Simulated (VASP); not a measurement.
## ZnSe (km): single point with PBEsol

Crystal: ZnSe (km).

```
Zn Se
1.0
     0.00000    2.81670    2.81670
     2.81670    0.00000    2.81670
     2.81670    2.81670    0.00000
Zn Se
1 1
Direct
  0.00000 0.00000 0.00000
  0.25000 0.25000 0.25000
```

| Quantity | Value |
| --- | --- |
| Program | VASP 6.6.1 |
| Task | single point |
| Functional | PBEsol |
| Potentials or basis | VASP PAW PBE potentials, release 64 (Zn, Se) |
| Cutoff | 500 eV |
| k mesh | 4 × 4 × 4 |
| Occupations | gaussian, width 0.02 eV |
| Spin | no spin polarisation |

```
Pressure               : 0.6 GPa
Band gap on the k mesh : 1.23 eV, direct
```

Levels at points of the mesh, in eV from the valence-band top:
```csv
k point,band 7,band 8,band 9,band 10,band 11,band 12
"(0.00, 0.00, 0.00)",0.00,0.00,0.00,1.23,5.70,5.70
"(0.50, 0.00, 0.00)",-5.42,-0.91,-0.91,2.46,6.28,6.28
"(0.50, 0.50, 0.00)",-4.89,-2.28,-2.28,2.77,3.35,10.74
```

It took 5.5 s on 1 thread of Intel(R) Xeon(R) Platinum 8488C (Sapphire Rapids), on a shared host, peak memory 0.16 GiB.

Caveat: the k points lie up to 0.48 Å⁻¹ apart; the PAW data sets were made with another functional, which shifts forces and pressure a little.
